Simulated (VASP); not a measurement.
# AlN (Fm-3m) in VASP: further runs, part 2 of 2

VASP 6.6.1. Earlier steps stand in the parts before.

## (3) Single point, r2SCAN (8.97 Å³/atom)

This run uses another cell than the first one, of 8.97 Å³/atom.

Contents of POSCAR:

```
AlN
1.0
    0.0000000000      2.0777033338      2.0777033338
    2.0777033338      0.0000000000      2.0777033338
    2.0777033338      2.0777033338      0.0000000000
Al N
1 1
Direct
    0.5000000000      0.5000000000      0.5000000000
    0.0000000000      0.0000000000      0.0000000000
```

Contents of INCAR.step1:

```
SYSTEM = AlN
  PREC = Accurate
  ENCUT = 660
  ISMEAR = 0
  SIGMA = 0.02
  LREAL = .False.
  LASPH = .True.
  NELM = 120
  NBANDS = 11
  GGA = PE
  ALGO = Normal
  EDIFF = 1E-5
  LWAVE = .True.
  LCHARG = .False.
  GGA_COMPAT = .False.
```

Contents of INCAR.step2:

```
SYSTEM = AlN
  PREC = Accurate
  ENCUT = 660
  EDIFF = 1E-6
  ISMEAR = 0
  SIGMA = 0.02
  LREAL = .False.
  LASPH = .True.
  NELM = 120
  ALGO = Normal
  ISIF = 2
  LWAVE = .False.
  LCHARG = .False.
  METAGGA = R2SCAN
  LMIXTAU = .True.
  NBANDS = 11
  ISTART = 1
  GGA_COMPAT = .False.
```

Contents of KPOINTS:

```
Automatic mesh
0
Gamma
  10 10 10
  0 0 0
```

Potentials or basis: VASP PAW PBE potentials, release 64 (Al, N).

Run with:

```console
> cat potpaw_PBE.64/Al/POTCAR potpaw_PBE.64/N/POTCAR > POTCAR
> cp INCAR.step1 INCAR
> mpirun -np 1 vasp_std > vasp.out
> cp INCAR.step2 INCAR
> mpirun -np 1 vasp_std > vasp.out
```

OUTCAR:

```text
SYSTEM = AlN
   PREC = Accurate
   ENCUT = 660
   EDIFF = 1E-6
   ISMEAR = 0
   LREAL = .False.
   LASPH = .True.
   NELM = 120
   ISIF = 2
   METAGGA = R2SCAN
   ISTART = 1

 ion  position               nearest neighbor table
   1  0.500  0.500  0.500-   2 2.08   2 2.08   2 2.08   2 2.08   2 2.08   2 2.08
   2  0.000  0.000  0.000-   1 2.08   1 2.08   1 2.08   1 2.08   1 2.08   1 2.08

  LATTYP: Found a face centered cubic cell.
 ALAT       =     4.1554066676

  Lattice vectors:

 A1 = (   0.0000000000,   2.0777033338,   2.0777033338)
 A2 = (   2.0777033338,   0.0000000000,   2.0777033338)
 A3 = (   2.0777033338,   2.0777033338,   0.0000000000)

Analysis of symmetry for initial positions (statically):
=====================================================================
 Subroutine PRICEL returns:
 Original cell was already a primitive cell.

 Routine SETGRP: Setting up the symmetry group for a
 face centered cubic supercell.

 Subroutine GETGRP returns: Found 48 space group operations
 (whereof 48 operations were pure point group operations)
 out of a pool of 48 trial point group operations.

The static configuration has the point symmetry O_h .

Analysis of symmetry for dynamics (positions and initial velocities):
[... 169 lines left out ...]
      1      -8.9177      2.00000
      2       8.7537      2.00000
      3       8.7537      2.00000
      4       8.7537      2.00000
      5      14.0866      0.00000
      6      21.3839      0.00000
      7      21.3839      0.00000
      8      21.3839      0.00000
      9      26.6992      0.00000
     10      26.6992      0.00000
     11      26.9515      0.00000
[... 309 lines left out ...]
 k-point    24 :       0.4000    0.3000    0.0000
  band No.  band energies     occupation
      1      -6.1711      2.00000
      2       3.0748      2.00000
      3       6.1051      2.00000
      4       6.5747      2.00000
      5      15.0849      0.00000
      6      16.2736      0.00000
      7      21.1379      0.00000
      8      24.5251      0.00000
      9      25.2893      0.00000
     10      30.6906      0.00000
     11      33.7965      0.00000

 [... further k-points ...]
[... 5 lines left out ...]
  --------------------------------------------------------------------------------------
  -------------------------------------------------------------------------------------
  Total       -2.3238753     -2.3238753     -2.3238753      0.0000000      0.0000000      0.0000000
  in kB     -207.5595853   -207.5595853   -207.5595853      0.0000000      0.0000000      0.0000000
  external PRESSURE =    -207.5595853 kB  Pullay stress =       0.0000000 kB

 VOLUME and BASIS-vectors are now :
 -----------------------------------------------------------------------------
  energy-cutoff  :      660.00
  volume of cell :       17.94
      direct lattice vectors                 reciprocal lattice vectors
     0.000000000  2.077703334  2.077703334    -0.240650333  0.240650333  0.240650333
     2.077703334  0.000000000  2.077703334     0.240650333 -0.240650333  0.240650333
     2.077703334  2.077703334  0.000000000     0.240650333  0.240650333 -0.240650333

 POSITION                                       TOTAL-FORCE (eV/Angst)
 -----------------------------------------------------------------------------------
      2.07770      2.07770      2.07770         0.000000      0.000000      0.000000
      0.00000      0.00000      0.00000         0.000000      0.000000      0.000000
 -----------------------------------------------------------------------------------
    total drift:                               -0.000000     -0.000000      0.000000

  FREE ENERGIE OF THE ION-ELECTRON SYSTEM (eV)
  ---------------------------------------------------
  free  energy   TOTEN  =       -18.7908190201 eV

  energy  without entropy=      -18.7908190201  energy(sigma->0) =      -18.79081902
```

OUTCAR.step1:

```text
SYSTEM = AlN
   PREC = Accurate
   ENCUT = 660
   ISMEAR = 0
   LREAL = .False.
   LASPH = .True.
[... 558 lines left out ...]
      2.07770      2.07770      2.07770         0.000000     -0.000000     -0.000000
      0.00000      0.00000      0.00000         0.000000      0.000000      0.000000
 -----------------------------------------------------------------------------------
    total drift:                               -0.000000      0.000000      0.000000

  FREE ENERGIE OF THE ION-ELECTRON SYSTEM (eV)
  ---------------------------------------------------
  free  energy   TOTEN  =       -14.5003684469 eV

  energy  without entropy=      -14.5003684469  energy(sigma->0) =      -14.50036845
```

OSZICAR.step1:

```text
N       E                     dE             d eps       ncg     rms          rms(c)
DAV:   1     0.112621865467E+02    0.11262E+02   -0.45686E+03  1042   0.800E+02
DAV:   2    -0.152916084210E+02   -0.26554E+02   -0.25295E+02  1273   0.154E+02
DAV:   3    -0.161805101629E+02   -0.88890E+00   -0.88595E+00  1262   0.236E+01
DAV:   4    -0.161840258752E+02   -0.35157E-02   -0.35154E-02  1184   0.160E+00
DAV:   5    -0.161840583246E+02   -0.32449E-04   -0.32449E-04  1249   0.162E-01    0.730E+00
DAV:   6    -0.145153045927E+02    0.16688E+01   -0.79741E+00  1252   0.157E+01    0.249E+00
DAV:   7    -0.145072288724E+02    0.80757E-02   -0.14378E-01  1160   0.294E+00    0.167E+00
DAV:   8    -0.145006732844E+02    0.65556E-02   -0.18256E-02  1079   0.134E+00    0.324E-01
DAV:   9    -0.145003106993E+02    0.36259E-03   -0.15260E-03  1251   0.249E-01    0.147E-01
DAV:  10    -0.145003745319E+02   -0.63833E-04   -0.15237E-04  1150   0.907E-02    0.385E-02
DAV:  11    -0.145003684469E+02    0.60850E-05   -0.16461E-05   610   0.249E-02
   1 F= -.14500368E+02 E0= -.14500368E+02  d E =-.112696E-19
```

Wall time 30 s (1 thread of Intel Xeon 6975P-C (Granite Rapids), shared host); peak memory 0.16 GiB.

Results:

- Free energy: -18.7908 eV
- Pressure: -20.8 GPa
- Band gap on the k mesh: 4.68 eV (least direct gap 5.33 eV)

Levels at points of the mesh, in eV from the valence-band top:
| k point | band 1 | band 2 | band 3 | band 4 | band 5 | band 6 | band 7 | band 8 | band 9 |
| --- | --- | --- | --- | --- | --- | --- | --- | --- | --- |
| (0.00, 0.00, 0.00) | -17.67 | 0.00 | 0.00 | 0.00 | 5.33 | 12.63 | 12.63 | 12.63 | 17.95 |
| (0.50, 0.00, 0.00) | -14.75 | -7.92 | -1.01 | -1.01 | 6.38 | 11.22 | 11.22 | 13.35 | 16.58 |
| (0.50, 0.50, 0.00) | -13.89 | -7.00 | -2.68 | -2.68 | 4.68 | 6.10 | 14.34 | 17.37 | 17.37 |

Caveat: the cell stands under tension; the PAW data sets were made with another functional, which shifts forces and pressure a little. A k mesh can miss the band edges.

## (4) Relaxation of cell and atoms, r2SCAN

This run uses another cell than the first one, of 8.42 Å³/atom.

Contents of POSCAR:

```
AlN
1.0
    0.0000000000      2.0345180000      2.0345180000
    2.0345180000      0.0000000000      2.0345180000
    2.0345180000      2.0345180000      0.0000000000
Al N
1 1
Direct
    0.5000000000      0.5000000000      0.5000000000
    0.0000000000      0.0000000000      0.0000000000
```

Contents of INCAR.step1:

```
ALGO = Normal ; EDIFF = 1E-5
EDIFFG = -0.005 ; ENCUT = 660
GGA = PE ; GGA_COMPAT = False
IBRION = 2 ; ISIF = 3
ISMEAR = 0 ; LASPH = True
LCHARG = False ; LREAL = False
LWAVE = True ; NELM = 120
NELMIN = 4 ; NSW = 100
PREC = Accurate ; SIGMA = 0.02
```

Contents of INCAR.step2:

```
ALGO = Normal ; EDIFF = 1E-7
EDIFFG = -0.002 ; ENCUT = 660
GGA_COMPAT = False ; IBRION = 2
ISIF = 3 ; ISMEAR = 0
ISTART = 1 ; LASPH = True
LCHARG = False ; LMIXTAU = True
LREAL = False ; LWAVE = False
METAGGA = R2SCAN ; NELM = 120
NELMIN = 4 ; NSW = 100
PREC = Accurate ; SIGMA = 0.02
```

Contents of KPOINTS:

```
k-points
0
Gamma
  10 10 10
```

Potentials or basis: VASP PAW PBE potentials, release 64 (Al, N).

Run with:

```console
> cat potpaw_PBE.64/Al/POTCAR potpaw_PBE.64/N/POTCAR > POTCAR
> cp INCAR.step1 INCAR
> mpirun -np 1 vasp_std > vasp.out
> cp INCAR.step2 INCAR
> mpirun -np 1 vasp_std > vasp.out
```

OUTCAR:

```text
EDIFF = 1E-7
   EDIFFG = -0.002
   ENCUT = 660
   IBRION = 2
   ISIF = 3
   ISMEAR = 0
   ISTART = 1
   LASPH = True
   LREAL = False
   METAGGA = R2SCAN
   NELM = 120
   NELMIN = 4
   NSW = 100
   PREC = Accurate

 ion  position               nearest neighbor table
   1  0.500  0.500  0.500-   2 2.03   2 2.03   2 2.03   2 2.03   2 2.03   2 2.03
   2  0.000  0.000  0.000-   1 2.03   1 2.03   1 2.03   1 2.03   1 2.03   1 2.03

  LATTYP: Found a face centered cubic cell.
 ALAT       =     4.0690360000

  Lattice vectors:

 A1 = (   0.0000000000,   2.0345180000,   2.0345180000)
 A2 = (   2.0345180000,   0.0000000000,   2.0345180000)
 A3 = (   2.0345180000,   2.0345180000,   0.0000000000)

Analysis of symmetry for initial positions (statically):
=====================================================================
 Subroutine PRICEL returns:
 Original cell was already a primitive cell.

[... 552 lines left out ...]

 number of electron       7.9999999 magnetization

------------------------ aborting loop because EDIFF is reached ----------------------------------------
[... 67 lines left out ...]
--------------------------------------- Ionic step       16  -------------------------------------------

 number of electron       7.9999999 magnetization

 Free energy of the ion-electron system (eV)
  ---------------------------------------------------
  ext. energy  EPLUGINS =         0.00000000
  ---------------------------------------------------
  free energy    TOTEN  =       -18.89673125 eV

  energy without entropy =      -18.89673125  energy(sigma->0) =      -18.89673125

 E-fermi :  10.0405     XC(G=0): -12.9108

 val. band max:        9.8583869468   @ k =   0.0000   0.0000   0.0000
 cond. band min:      15.4104701864   @ k =   0.5000   0.5000   0.0000
 fundamental gap:      5.5520832395
 Fermi energy:        10.0404943119

 k-point     1 :       0.0000    0.0000    0.0000
  band No.  band energies     occupation
      1      -8.6037      2.00000
      2       9.8584      2.00000
      3       9.8584      2.00000
      4       9.8584      2.00000
      5      16.4754      0.00000
      6      22.7925      0.00000
      7      22.7925      0.00000
      8      22.7925      0.00000
[... 282 lines left out ...]
  FREE ENERGIE OF THE ION-ELECTRON SYSTEM (eV)
  ---------------------------------------------------
  free  energy   TOTEN  =       -18.8967312474 eV

  energy  without entropy=      -18.8967312474  energy(sigma->0) =      -18.89673125

 reached required accuracy - stopping structural energy minimisation
```

OUTCAR.step1:

```text
EDIFF = 1E-5
   EDIFFG = -0.005
   ENCUT = 660
   GGA = PE
   IBRION = 2
   ISIF = 3
   ISMEAR = 0
   LASPH = True
   LREAL = False
[... 553 lines left out ...]
  -------------------------------------------------------------------------------------
  Total        0.0026394      0.0026394      0.0026394     -0.0000000     -0.0000000     -0.0000000
  in kB        0.2512848      0.2512848      0.2512848     -0.0000000     -0.0000000     -0.0000000
  external PRESSURE =       0.2512848 kB  Pullay stress =       0.0000000 kB
[... 17 lines left out ...]
  FREE ENERGIE OF THE ION-ELECTRON SYSTEM (eV)
  ---------------------------------------------------
  free  energy   TOTEN  =       -14.5499645516 eV

  energy  without entropy=      -14.5499645516  energy(sigma->0) =      -14.54996455

 reached required accuracy - stopping structural energy minimisation
```

OSZICAR.step1:

```text
N       E                     dE             d eps       ncg     rms          rms(c)
DAV:   1     0.143711745520E+02    0.14371E+02   -0.47418E+03   752   0.111E+03
DAV:   2    -0.156643864683E+02   -0.30036E+02   -0.28708E+02  1040   0.167E+02
DAV:   3    -0.162772757475E+02   -0.61289E+00   -0.61289E+00   832   0.268E+01
[... 15 lines left out ...]
       N       E                     dE             d eps       ncg     rms          rms(c)
DAV:   1    -0.145499812178E+02   -0.29089E-04   -0.44813E-04   800   0.202E-01    0.289E-02
DAV:   2    -0.145499650840E+02    0.16134E-04   -0.81105E-05   832   0.688E-02    0.698E-03
DAV:   3    -0.145499647190E+02    0.36505E-06   -0.16348E-06   376   0.138E-02    0.268E-03
DAV:   4    -0.145499645516E+02    0.16733E-06   -0.14513E-07   376   0.769E-03
   3 F= -.14549965E+02 E0= -.14549965E+02  d E =-.765190E-05
```

It took 88 s on 1 thread of Intel Xeon 6975P-C (Granite Rapids), shared host; peak memory 0.14 GiB.

What came out:

```yaml
Free_energy: -18.8967 eV
Relaxed_volume: 8.21 Å³/atom
Relaxed_cell: a = 2.853 Å, b = 2.853 Å, c = 2.853 Å, α = 60.00°, β = 60.00°, γ = 60.00°
Space_group_after_relaxing_to_0.1_Å: Fm-3m (No. 225)
Energy_gained_by_relaxing: 4.8 meV/atom
Ionic_steps: 16
Pressure_after_relaxing: 0.0 GPa
Band_gap_on_the_k_mesh: 5.55 eV (least direct gap 6.62 eV)
```

Step by step:
```csv
step,energy change (eV),largest force (eV/Å),pressure (GPa),volume (Å³)
1,0.0000,0.0000,-6.81,16.84
2,0.0006,0.0000,7.80,15.98
3,-0.0095,0.0000,0.08,16.41
4,-0.0095,0.0000,-0.07,16.42
5,-0.0095,0.0000,-0.06,16.42
6,-0.0095,0.0000,-0.06,16.42
7,-0.0095,0.0000,-0.06,16.42
8,-0.0095,0.0000,-0.06,16.42
9,-0.0095,0.0000,-0.06,16.42
10,-0.0095,0.0000,-0.06,16.42
11,-0.0095,0.0000,-0.06,16.42
12,-0.0095,0.0000,-0.06,16.42
13,-0.0095,0.0000,-0.05,16.42
14,-0.0095,0.0000,-0.05,16.42
15,-0.0095,0.0000,-0.04,16.42
16,-0.0095,0.0000,-0.02,16.42
```

Final structure:
```xyz
2
Lattice="0.0000 2.0172 2.0172 2.0172 0.0000 2.0172 2.0172 2.0172 0.0000" Properties=species:S:1:pos:R:3 pbc="T T T"
Al    2.0172    2.0172    2.0172
N     0.0000    0.0000    0.0000
```

Levels at points of the mesh, in eV from the valence-band top:
```csv
k point,band 1,band 2,band 3,band 4,band 5,band 6,band 7,band 8
"(0.00, 0.00, 0.00)",-18.46,0.00,0.00,0.00,6.62,12.93,12.93,12.93
"(0.50, 0.00, 0.00)",-15.19,-8.49,-1.17,-1.17,6.95,11.96,11.96,14.74
"(0.50, 0.50, 0.00)",-14.22,-7.59,-2.91,-2.91,5.55,5.97,15.45,18.81
```

Caveat: the PAW data sets were made with another functional, which shifts forces and pressure a little. A k mesh can miss the band edges.

## (5) Overview

```tsv
task	cell	gap on the mesh (eV)	pressure (GPa)
single point	a = 2.911 Å, angles 60.0°, 2 atoms	4.95	-15.0
single point	a = 2.938 Å, angles 60.0°, 2 atoms	4.68	-20.8
relaxation of cell and atoms	relaxed from a = 2.877 Å, angles 60.0°, 2 atoms	5.55	0.0
```

Alike in all rows: level r2SCAN; potentials or basis VASP PAW PBE potentials, release 64 (Al, N); no spin polarisation; k mesh 10 × 10 × 10; cutoff (eV) 660; smearing gaussian 0.02 eV.

Caveats: the PAW data sets were made with another functional, which shifts forces and pressure a little; the cell stands under tension (at least some runs).

Total energies depend on the potentials used, so only differences within one code and one set of settings carry meaning.
